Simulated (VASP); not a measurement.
Input of a VASP 6.6.1 run:

INCAR

```
SYSTEM = W2AuN3
  PREC = Accurate
  ENCUT = 600
  EDIFF = 1E-6
  ISMEAR = 0
  SIGMA = 0.15
  LREAL = .False.
  LASPH = .True.
  NELM = 120
  ALGO = Normal
  ISIF = 2
  LWAVE = .False.
  LCHARG = .False.
  GGA = PE
  NBANDS = 36
  GGA_COMPAT = .False.
```

KPOINTS

```
regular mesh
0
Gamma
  3 3 3
  0 0 0
```

Contents of POSCAR:

```
W2AuN3
1.0
    3.0651294228      1.7696532974      3.2094182159
   -3.0651294228      1.7696532974      3.2094182159
    0.0000000000     -3.5393065947      3.2094182159
W Au N
2 1 3
Direct
    0.7762484765      0.7762484765      0.7762484765
    0.2237515235      0.2237515235      0.2237515235
    0.5000000000      0.5000000000      0.5000000000
    0.0000000000      0.0000000000      0.5000000000
    0.5000000000      0.0000000000      0.0000000000
    0.0000000000      0.5000000000      0.0000000000
```

Potentials or basis: VASP PAW PBE potentials, release 64 (W_sv, Au, N).

Command:

```sh
$ cat potpaw_PBE.64/W_sv/POTCAR potpaw_PBE.64/Au/POTCAR potpaw_PBE.64/N/POTCAR > POTCAR
$ mpirun -np 1 vasp_std > vasp.out
```

**Question.** Predict the largest force.

**Answer.** 0.192 eV/Å.

**Question.** What does it give for the band gap on the k mesh?

**Answer.** Zero (band 27 reaches 4.73 eV, above the bottom of band 28 at 4.43 eV).

**Question.** What does it give for the pressure?

**Answer.** 1.0 GPa.

Stress tensor (GPa, compression positive):
```
1.48 0.00 0.00
0.00 1.48 0.00
0.00 0.00 0.07
```

Caveat: the k points lie up to 0.45 Å⁻¹ apart; spin-orbit coupling is left out, which moves the levels of the heavy elements.
